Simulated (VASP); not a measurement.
# BaZrO3 (Pm-3m) in VASP: a series of runs

BaZrO3 is run at these levels: PBEsol; tasks: relaxation of cell and atoms.

Everything below comes from runs of VASP 6.6.1. Logs are shortened: lines on timing, memory, paths and dates and some standing lists are left out, and cuts for length are marked.

## Step 1: The cell of the first run

It takes space group Pm-3m (No. 221, cubic). Conventional cell: a = 4.191 Å, b = 4.191 Å, c = 4.191 Å, α = 90.00°, β = 90.00°, γ = 90.00°. Ba (site symmetry m-3m) has 12 O at 2.96 Å and 8 Zr at 3.63 Å within 3.9 Å. Within 2.8 Å of Zr (site symmetry m-3m) lie 6 O at 2.10 Å. O (site symmetry 4/mmm) has 2 Zr at 2.10 Å within 2.8 Å.

## Step 2: Relaxation of cell and atoms, PBEsol

Contents of INCAR:

```
SYSTEM = BaZrO3
  PREC = Accurate
  ENCUT = 600
  EDIFF = 1E-7
  ISMEAR = -1
  SIGMA = 0.05
  LREAL = .False.
  LASPH = .True.
  NELM = 100
  ALGO = Normal
  ISIF = 3
  LWAVE = .False.
  LCHARG = .False.
  GGA = PS
  IBRION = 2
  NSW = 60
  EDIFFG = -0.01
```

Contents of KPOINTS:

```
regular mesh
0
Gamma
  6 6 6
  0 0 0
```

Contents of POSCAR:

```
BaZrO3
1.0
    4.1913400000      0.0000000000      0.0000000000
    0.0000000000      4.1913400000      0.0000000000
    0.0000000000      0.0000000000      4.1913400000
Ba Zr O
1 1 3
Direct
    0.0000000000      0.0000000000      0.0000000000
    0.5000000000      0.5000000000      0.5000000000
    0.5000000000      0.5000000000      0.0000000000
    0.5000000000      0.0000000000      0.5000000000
    0.0000000000      0.5000000000      0.5000000000
```

Potentials or basis: VASP PAW PBE potentials, release 64 (Ba_sv, Zr_sv, O).

Started as:

```
cat potpaw_PBE.64/Ba_sv/POTCAR potpaw_PBE.64/Zr_sv/POTCAR potpaw_PBE.64/O/POTCAR > POTCAR
mpirun -np 1 vasp_std > vasp.out
```

OUTCAR:

```text
SYSTEM = BaZrO3
   PREC = Accurate
   ENCUT = 600
   EDIFF = 1E-7
   ISMEAR = -1
   LREAL = .False.
   LASPH = .True.
   NELM = 100
   ISIF = 3
   GGA = PS
   IBRION = 2
   NSW = 60
   EDIFFG = -0.01

 ion  position               nearest neighbor table
   1  0.000  0.000  0.000-   3 2.96   4 2.96   5 2.96   4 2.96   5 2.96   3 2.96   5 2.96   5 2.96
                             3 2.96   4 2.96   4 2.96   3 2.96   2 3.63   2 3.63   2 3.63   2 3.63
   2  0.500  0.500  0.500-   3 2.10   4 2.10   5 2.10   3 2.10   4 2.10   5 2.10   1 3.63   1 3.63
                             1 3.63   1 3.63   1 3.63   1 3.63   1 3.63   1 3.63
   3  0.500  0.500  0.000-   2 2.10   2 2.10   1 2.96   1 2.96   1 2.96   1 2.96
   4  0.500  0.000  0.500-   2 2.10   2 2.10   1 2.96   1 2.96   1 2.96   1 2.96
   5  0.000  0.500  0.500-   2 2.10   2 2.10   1 2.96   1 2.96   1 2.96   1 2.96

  LATTYP: Found a simple cubic cell.
 ALAT       =     4.1913400000

  Lattice vectors:

 A1 = (   4.1913400000,   0.0000000000,   0.0000000000)
 A2 = (   0.0000000000,   4.1913400000,   0.0000000000)
 A3 = (   0.0000000000,   0.0000000000,   4.1913400000)

Analysis of symmetry for initial positions (statically):
=====================================================================
 Subroutine PRICEL returns:
 Original cell was already a primitive cell.

 Routine SETGRP: Setting up the symmetry group for a
 simple cubic supercell.

 Subroutine GETGRP returns: Found 48 space group operations
 (whereof 48 operations were pure point group operations)
 out of a pool of 48 trial point group operations.

The static configuration has the point symmetry O_h .

Analysis of symmetry for dynamics (positions and initial velocities):
=====================================================================
 Subroutine PRICEL returns:
 Original cell was already a primitive cell.

 Routine SETGRP: Setting up the symmetry group for a
 simple cubic supercell.

 Subroutine GETGRP returns: Found 48 space group operations
 (whereof 48 operations were pure point group operations)
 out of a pool of 48 trial point group operations.

The dynamic configuration has the point symmetry O_h .

 Subroutine INISYM returns: Found 48 space group operations
 (whereof 48 operations are pure point group operations),
 and found     1 'primitive' translations

----------------------------------------------------------------------------------------

                                     Primitive cell

  volume of cell :      73.6307

  direct lattice vectors                    reciprocal lattice vectors
     4.191340000  0.000000000  0.000000000     0.238587182  0.000000000  0.000000000
     0.000000000  4.191340000  0.000000000     0.000000000  0.238587182  0.000000000
     0.000000000  0.000000000  4.191340000     0.000000000  0.000000000  0.238587182

  length of vectors
     4.191340000  4.191340000  4.191340000     0.238587182  0.238587182  0.238587182

  position of ions in fractional coordinates (direct lattice)
     0.000000000  0.000000000  0.000000000
     0.500000000  0.500000000  0.500000000
     0.500000000  0.500000000  0.000000000
     0.500000000  0.000000000  0.500000000
     0.000000000  0.500000000  0.500000000

  ion indices of the primitive-cell ions
   primitive index   ion index
                 1           1
                 2           2
                 3           3
                 4           4
                 5           5

----------------------------------------------------------------------------------------

 KPOINTS: regular mesh

Automatic generation of k-mesh.
 Grid dimensions read from file:
 generate k-points for:    6    6    6

 Generating k-lattice:

  Cartesian coordinates                     Fractional coordinates (reciprocal lattice)
     0.039764530  0.000000000  0.000000000     0.166666667  0.000000000  0.000000000
     0.000000000  0.039764530  0.000000000     0.000000000  0.166666667  0.000000000
     0.000000000  0.000000000  0.039764530     0.000000000  0.000000000  0.166666667

  Length of vectors
     0.039764530  0.039764530  0.039764530

  Shift w.r.t. Gamma in fractional coordinates (k-lattice)
     0.000000000  0.000000000  0.000000000

 Subroutine IBZKPT returns following result:
 ===========================================

 Found     20 irreducible k-points:

 Following reciprocal coordinates:
            Coordinates               Weight
  0.000000  0.000000  0.000000      1.000000
  0.166667  0.000000  0.000000      6.000000
  0.333333  0.000000  0.000000      6.000000
  0.500000  0.000000  0.000000      3.000000
  0.166667  0.166667  0.000000     12.000000
  0.333333  0.166667  0.000000     24.000000
[... 12 lines left out ...]
  0.500000  0.500000  0.333333      6.000000
  0.500000  0.500000  0.500000      1.000000
   k-points           NKPTS =     20   k-points in BZ     NKDIM =     20   number of bands    NBANDS=     24
   number of dos      NEDOS =    301   number of ions     NIONS =      5
   total plane-waves  NPLWV =  46656
   dimension x,y,z NGX =    36 NGY =   36 NGZ =   36
   dimension x,y,z NGXF=    72 NGYF=   72 NGZF=   72
   ions per type =               1   1   3
   NGX,Y,Z   is equivalent  to a cutoff of  14.28, 14.28, 14.28 a.u.
   NGXF,Y,Z  is equivalent  to a cutoff of  28.56, 28.56, 28.56 a.u.
 SYSTEM =  BaZrO3
   PREC   = accura    normal or accurate (medium, high low for compatibility)
   ISTART =      0    job   : 0-new  1-cont  2-samecut
   ICHARG =      2    charge: 1-file 2-atom 10-const
   ISPIN  =      1    spin polarized calculation?
   LNONCOLLINEAR =      F non collinear calculations
   LSORBIT =      F    spin-orbit coupling
   LASPH  =      T    aspherical Exc in radial PAW
   ENCUT  =  600.0 eV  44.10 Ry    6.64 a.u.   8.37  8.37  8.37*2*pi/ulx,y,z
   NELM   =    100;   NELMIN=  2; NELMDL= -5     # of ELM steps
   EDIFF  = 0.1E-06   stopping-criterion for ELM
   LREAL  =      F    real-space projection
   EDIFFG = -.1E-01   stopping-criterion for IOM
   NSW    =     60    number of steps for IOM
   IBRION =      2    ionic relax: 0-MD 1-quasi-New 2-CG
   NFREE  =      1    steps in history (QN), initial steepest desc. (CG)
   ISIF   =      3    stress and relaxation
   ISYM   =      2    0-nonsym 1-usesym 2-fastsym
   POTIM  = 0.5000    time-step for ionic-motion
   TEBEG  =    0.0;   TEEND  =   0.0 temperature during run
   PSTRESS=    0.0 pullay stress
   NELECT =      40.0000    total number of electrons
   NUPDOWN=      -1.0000    fix difference up-down
   EMIN   =  10.00;   EMAX   =-10.00  energy-range for DOS
   EFERMI =   0.00;   METHOD = LEGACY
   ISMEAR =    -1;   SIGMA  =   0.05  broadening in eV -4-tet -1-fermi 0-gaus
   EFERMI_NEDOS =   21; number of points for ismear=-14 and -15
   IALGO  =     38    algorithm
   IMIX   =      4    mixing-type and parameters
     AMIX     =   0.40;   BMIX     =  1.00
     AMIX_MAG =   1.60;   BMIX_MAG =  1.00
  volume/ion in A,a.u.               =      14.73        99.38
  Fermi-wavevector in a.u.,A,eV,Ry     =   1.335802  2.524299 24.277770  1.784366
  Thomas-Fermi vector in A             =   2.464478
   LORBIT       =      0    0 simple, 1 ext, 2 COOP (PROOUT), +10 PAW based schemes
   GGA     = PS    functional components
   LHFCALC =     F    Hartree Fock is set to
   AEXX    =    0.0000 exact exchange contribution
   IVDW    =     0    specifies the selected vdW correction
   LEPSILON=     F    determine dielectric tensor
   LRPA    =     F    only Hartree local field effects (RPA)
 conjugate gradient relaxation of ions
 non-spin polarized calculation
  energy-cutoff  :      600.00
  volume of cell :       73.63
 maximum number of plane-waves:      2517
 NGX is ok and might be reduce to    36
   NGX = 17   NGY = 17   NGZ = 17

--------------------------------------- Ionic step        1  -------------------------------------------

 number of electron      40.0000010 magnetization

 Free energy of the ion-electron system (eV)
  ---------------------------------------------------
  ext. energy  EPLUGINS =         0.00000000
  ---------------------------------------------------
  free energy    TOTEN  =       -43.62947991 eV

  energy without entropy =      -43.62947991  energy(sigma->0) =      -43.62947991

------------------------ aborting loop because EDIFF is reached ----------------------------------------

  FORCE on cell =-STRESS in cart. coord.  units (eV):
  Direction    XX          YY          ZZ          XY          YZ          ZX
  --------------------------------------------------------------------------------------
  -------------------------------------------------------------------------------------
  Total       -0.1034271     -0.1034271     -0.1034271     -0.0000000      0.0000000      0.0000000
  in kB       -2.2505367     -2.2505367     -2.2505367     -0.0000000      0.0000000      0.0000000
  external PRESSURE =      -2.2505367 kB  Pullay stress =       0.0000000 kB
[... 63 lines left out ...]
  energy  without entropy=      -43.6294587333  energy(sigma->0) =      -43.62945873

--------------------------------------- Ionic step        3  -------------------------------------------

 number of electron      40.0000009 magnetization

 Free energy of the ion-electron system (eV)
  ---------------------------------------------------
  ext. energy  EPLUGINS =         0.00000000
  ---------------------------------------------------
  free energy    TOTEN  =       -43.62955326 eV

  energy without entropy =      -43.62955326  energy(sigma->0) =      -43.62955326

 E-fermi :   4.8365     XC(G=0): -11.0286

 val. band max:        3.6430129656   @ k =   0.5000   0.5000   0.5000
 cond. band min:       6.7535915051   @ k =   0.0000   0.0000   0.0000
 fundamental gap:      3.1105785396
 Fermi energy:         4.8364543754

 k-point     1 :       0.0000    0.0000    0.0000
  band No.  band energies     occupation
      1     -43.2235      2.00000
      2     -21.5922      2.00000
      3     -21.4357      2.00000
      4     -21.4357      2.00000
      5     -21.4357      2.00000
      6     -12.6485      2.00000
[... 561 lines left out ...]
  FREE ENERGIE OF THE ION-ELECTRON SYSTEM (eV)
  ---------------------------------------------------
  free  energy   TOTEN  =       -43.6295532582 eV

  energy  without entropy=      -43.6295532582  energy(sigma->0) =      -43.62955326

 reached required accuracy - stopping structural energy minimisation
```

Wall time 1.9 min (1 thread of Intel Xeon 8259CL, shared host); peak memory 0.25 GiB.

Results:

```yaml
Free_energy: -43.6296 eV
Relaxed_volume: 14.71 Å³/atom
Relaxed_cell: a = 4.189 Å, b = 4.189 Å, c = 4.189 Å, α = 90.00°, β = 90.00°, γ = 90.00°
Space_group_after_relaxing_to_0.1_Å: Pm-3m (No. 221)
Energy_gained_by_relaxing: 0.0 meV/atom
Ionic_steps: 3
Pressure_after_relaxing: 0.0 GPa
Band_gap_on_the_k_mesh: 3.11 eV (least direct gap 3.33 eV)
```

Final structure:
```
CELL_PARAMETERS angstrom
4.18937 0.00000 0.00000
0.00000 4.18937 0.00000
0.00000 0.00000 4.18937
ATOMIC_POSITIONS crystal
Ba 0.00000 0.00000 0.00000
Zr 0.50000 0.50000 0.50000
O 0.50000 0.50000 0.00000
O 0.50000 0.00000 0.50000
O 0.00000 0.50000 0.50000
```

Caveat: the PAW data sets were made with another functional, which shifts forces and pressure a little; spin-orbit coupling is left out, which moves the levels of the heavy elements. A k mesh can miss the band edges.

## Step 3: Relaxation of cell and atoms, PBEsol, target pressure 2 GPa, at which the enthalpy is minimised

Contents of INCAR:

```
PREC = Accurate
ENCUT = 600
EDIFF = 1E-7
ISMEAR = -1
SIGMA = 0.05
LREAL = False
LASPH = True
NELM = 100
ALGO = Normal
ISIF = 3
LWAVE = False
LCHARG = False
GGA = PS
IBRION = 2
NSW = 60
EDIFFG = -0.01
PSTRESS = 20.0
```

Contents of KPOINTS:

```
Automatic mesh
0
Gamma
  6 6 6
```

POSCAR is that of step 2.

Potentials or basis: VASP PAW PBE potentials, release 64 (Ba_sv, Zr_sv, O).

Started as:

```
cat potpaw_PBE.64/Ba_sv/POTCAR potpaw_PBE.64/Zr_sv/POTCAR potpaw_PBE.64/O/POTCAR > POTCAR
mpirun -np 1 vasp_std > vasp.out
```

OUTCAR:

```text
PREC = Accurate
   ENCUT = 600
   EDIFF = 1E-7
   ISMEAR = -1
   LREAL = False
   LASPH = True
   NELM = 100
   ISIF = 3
   GGA = PS
   IBRION = 2
   NSW = 60
   EDIFFG = -0.01
   PSTRESS = 20.0

 ion  position               nearest neighbor table
   1  0.000  0.000  0.000-   3 2.96   4 2.96   5 2.96   4 2.96   5 2.96   3 2.96   5 2.96   5 2.96
                             3 2.96   4 2.96   4 2.96   3 2.96   2 3.63   2 3.63   2 3.63   2 3.63
   2  0.500  0.500  0.500-   3 2.10   4 2.10   5 2.10   3 2.10   4 2.10   5 2.10   1 3.63   1 3.63
                             1 3.63   1 3.63   1 3.63   1 3.63   1 3.63   1 3.63
   3  0.500  0.500  0.000-   2 2.10   2 2.10   1 2.96   1 2.96   1 2.96   1 2.96
   4  0.500  0.000  0.500-   2 2.10   2 2.10   1 2.96   1 2.96   1 2.96   1 2.96
   5  0.000  0.500  0.500-   2 2.10   2 2.10   1 2.96   1 2.96   1 2.96   1 2.96

  LATTYP: Found a simple cubic cell.
 ALAT       =     4.1913400000

  Lattice vectors:

 A1 = (   4.1913400000,   0.0000000000,   0.0000000000)
 A2 = (   0.0000000000,   4.1913400000,   0.0000000000)
 A3 = (   0.0000000000,   0.0000000000,   4.1913400000)

Analysis of symmetry for initial positions (statically):
=====================================================================
 Subroutine PRICEL returns:
[... 160 lines left out ...]
 NGX is ok and might be reduce to    36
   NGX = 17   NGY = 17   NGZ = 17

--------------------------------------- Ionic step        1  -------------------------------------------

 number of electron      40.0000010 magnetization

 Free energy of the ion-electron system (eV)
  ---------------------------------------------------
  ext. energy  EPLUGINS =         0.00000000
  ---------------------------------------------------
  free energy    TOTEN  =       -43.62947991 eV

  energy without entropy =      -43.62947991  energy(sigma->0) =      -43.62947991

------------------------ aborting loop because EDIFF is reached ----------------------------------------

  FORCE on cell =-STRESS in cart. coord.  units (eV):
  Direction    XX          YY          ZZ          XY          YZ          ZX
  --------------------------------------------------------------------------------------
  -------------------------------------------------------------------------------------
  Total       -0.1034271     -0.1034271     -0.1034271     -0.0000000      0.0000000      0.0000000
  in kB       -2.2505367     -2.2505367     -2.2505367     -0.0000000      0.0000000      0.0000000
  external PRESSURE =     -22.2505367 kB  Pullay stress =      20.0000000 kB
[... 69 lines left out ...]
--------------------------------------- Ionic step        3  -------------------------------------------

 number of electron      40.0000001 magnetization

 Free energy of the ion-electron system (eV)
  ---------------------------------------------------
  ext. energy  EPLUGINS =         0.00000000
  ---------------------------------------------------
  free energy    TOTEN  =       -43.62418354 eV

  energy without entropy =      -43.62418354  energy(sigma->0) =      -43.62418354

 E-fermi :   4.8054     XC(G=0): -11.0892

 val. band max:        3.7289406693   @ k =   0.5000   0.5000   0.5000
 cond. band min:       6.8636680371   @ k =   0.0000   0.0000   0.0000
 fundamental gap:      3.1347273678
 Fermi energy:         4.8054358273

 k-point     1 :       0.0000    0.0000    0.0000
  band No.  band energies     occupation
      1     -43.0636      2.00000
      2     -21.4710      2.00000
      3     -21.2930      2.00000
      4     -21.2930      2.00000
      5     -21.2930      2.00000
      6     -12.5826      2.00000
[... 565 lines left out ...]
  energy  without entropy=      -43.6241835373  energy(sigma->0) =      -43.62418354

  enthalpy is  TOTEN    =       -42.7172378623 eV   P V=        0.9069456750

 reached required accuracy - stopping structural energy minimisation
```

Run time: 2.3 min. Hardware: 1 thread of Intel Xeon 8259CL, shared host; peak memory 0.25 GiB.

Results:

```yaml
Free_energy: -43.6242 eV
Relaxed_volume: 14.53 Å³/atom
Relaxed_cell: a = 4.173 Å, b = 4.173 Å, c = 4.173 Å, α = 90.00°, β = 90.00°, γ = 90.00°
Space_group_after_relaxing_to_0.1_Å: Pm-3m (No. 221)
Energy_change_on_relaxing_the_run_minimises_the_enthalpy: +1.1 meV/atom
Ionic_steps: 3
Pressure_after_relaxing: 2.0 GPa
Band_gap_on_the_k_mesh: 3.13 eV (least direct gap 3.34 eV)
```

Step by step:
| step | energy change (eV) | largest force (eV/Å) | pressure (GPa) | volume (Å³) |
| --- | --- | --- | --- | --- |
| 1 | 0.0000 | 0.0000 | -0.23 | 73.63 |
| 2 | 0.0306 | 0.0000 | 4.91 | 71.47 |
| 3 | 0.0053 | 0.0000 | 1.99 | 72.65 |

Final structure:
```
Ba Zr O
1.0
     4.17273    0.00000    0.00000
     0.00000    4.17273    0.00000
     0.00000    0.00000    4.17273
Ba Zr O
1 1 3
Direct
  0.00000 0.00000 0.00000
  0.50000 0.50000 0.50000
  0.50000 0.50000 0.00000
  0.50000 0.00000 0.50000
  0.00000 0.50000 0.50000
```

Levels at points of the mesh, in eV from the valence-band top:
| k point | band 18 | band 19 | band 20 | band 21 | band 22 | band 23 |
| --- | --- | --- | --- | --- | --- | --- |
| (0.00, 0.00, 0.00) | -0.21 | -0.21 | -0.21 | 3.13 | 3.13 | 3.13 |
| (0.50, 0.00, 0.00) | -1.76 | -0.43 | -0.43 | 3.60 | 5.77 | 5.77 |
| (0.50, 0.50, 0.00) | -0.94 | -0.76 | -0.08 | 5.74 | 5.74 | 6.50 |
| (0.50, 0.50, 0.50) | 0.00 | 0.00 | 0.00 | 5.96 | 5.96 | 5.96 |

Caveat: the cell is relaxed towards a set pressure, so the run minimises the enthalpy, not the energy; the PAW data sets were made with another functional, which shifts forces and pressure a little; spin-orbit coupling is left out, which moves the levels of the heavy elements.

(Continued in part 2 of 2.)
